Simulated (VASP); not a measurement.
Runs of VASP 6.6.1 on MoS2 (sol). The structure is that of space group P6_3/mmc (No. 194), or close to it. The cells are those of the table. 

```tsv
task	cell	k mesh	cutoff (eV)	smearing	gap on the mesh (eV)	pressure (GPa)	relaxed volume (Å³/atom)
single point	a = 3.192, b = 3.192, c = 13.378 Å, angles 90.0, 90.0, 120.0°, 6 atoms	6 × 6 × 2	520	gaussian 0.1 eV	1.21	-4.8	-
single point	a = 3.141, b = 3.141, c = 12.591 Å, angles 90.0, 90.0, 120.0°, 6 atoms	12 × 12 × 2	520	gaussian 0.02 eV	1.00	0.0	-
relaxation of cell and atoms	relaxed from a = 3.141, b = 3.141, c = 12.591 Å, angles 90.0, 90.0, 120.0°, 6 atoms	12 × 12 × 2	600	gaussian 0.02 eV	0.99	0.0	(b)
relaxation of cell and atoms	relaxed from a = 3.192, b = 3.192, c = 13.378 Å, angles 90.0, 90.0, 120.0°, 6 atoms	12 × 12 × 2	600	gaussian 0.02 eV	1.00	0.0	(a)
```

Alike in all rows: level PBEsol; potentials or basis VASP PAW PBE potentials, release 64 (Mo_sv, S); no spin polarisation.

Problem. Estimate the missing entries.

Solution. (a) 17.92; (b) 17.90.

Caveats: the PAW data sets were made with another functional, which shifts forces and pressure a little; this functional lacks dispersion, which binds the layers, so the pressure and a relaxed spacing across them are unreliable.

A k mesh can miss the band edges, and the runs leave out spin-orbit coupling on Mo.
